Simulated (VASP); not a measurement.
Input of a VASP 6.6.1 run:

The input INCAR:

```
PREC = Accurate
ENCUT = 520
EDIFF = 1E-6
ISMEAR = 0
SIGMA = 0.01
LREAL = F
LASPH = T
NELM = 80
ALGO = Normal
ISIF = 2
LWAVE = F
LCHARG = F
GGA = PE
NBANDS = 26
```

KPOINTS

```
regular mesh
0
Gamma
  3 3 2
```

The input POSCAR:

```
CdS
1.0
    4.1500000000      0.0000000000      0.0000000000
   -2.0750000000      3.5940100000      0.0000000000
    0.0000000000      0.0000000000      6.7370000000
Cd S
2 2
Direct
    0.3333333333      0.6666666667      0.0000000000
    0.6666666667      0.3333333333      0.5000000000
    0.3333333333      0.6666666667      0.3750000000
    0.6666666667      0.3333333333      0.8750000000
```

Potentials or basis: VASP PAW PBE potentials, release 64 (Cd, S).

Run with:

```console
$ cat potpaw_PBE.64/Cd/POTCAR potpaw_PBE.64/S/POTCAR > POTCAR
$ mpirun -np 1 vasp_std > vasp.out
```

Estimate the band gap on the k mesh.

1.18 eV, direct.

Estimate the pressure.

2.7 GPa.

Predict the largest force.

0.019 eV/Å.

Forces on the atoms (eV/Å):
```
Cd   0.000  0.000 -0.019
Cd   0.000  0.000 -0.019
S    0.000  0.000  0.019
S    0.000  0.000  0.019
```

Caveat: the k points lie up to 0.58 Å⁻¹ apart.
